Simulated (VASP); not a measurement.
Wanted: the native input for a VASP 6.6.1 run.

```
Task                   : single point
Functional             : LDA
Potentials or basis    : VASP PAW LDA potentials, release 64 (Os)
Cutoff                 : 520 eV
k mesh                 : 15 × 15 × 15
Occupations            : fermi-dirac, width 0.136057 eV
Spin                   : no spin polarisation
Dipole correction      : no
Further INCAR settings : ALGO = Normal; EDIFF = 1e-06; NBANDS = 10
```

The structure of Os lies in POSCAR:

```
Os
1.0
   -1.5238412769      1.5238412769      1.5238412769
    1.5238412769     -1.5238412769      1.5238412769
    1.5238412769      1.5238412769     -1.5238412769
Os
1
Direct
    0.0000000000      0.0000000000      0.0000000000
```

The input as run:

INCAR

```
PREC = Accurate
ENCUT = 520
EDIFF = 1E-6
ISMEAR = -1
SIGMA = 0.13605693000000002
LREAL = F
LASPH = T
NELM = 60
ALGO = Normal
ISIF = 2
LWAVE = F
LCHARG = F
GGA = CA
NBANDS = 10
```

KPOINTS

```
Automatic mesh
0
Gamma
  15 15 15
```

Potentials or basis: VASP PAW LDA potentials, release 64 (Os).

Command:

```console
$ cat potpaw_LDA.64/Os/POTCAR > POTCAR
$ mpirun -np 1 vasp_std > vasp.out
```

It gave:

```json
{
  "Pressure": "1.2 GPa",
  "Band gap on the k mesh": "zero (band 4 reaches 11.71 eV, above the bottom of band 5 at 7.58 eV)"
}
```

Caveat: spin-orbit coupling is left out, which moves the levels of the heavy elements.

It took 8.6 s on 1 thread of Intel(R) Xeon(R) Platinum 8488C (Sapphire Rapids) (shared host), peak memory 0.13 GiB.
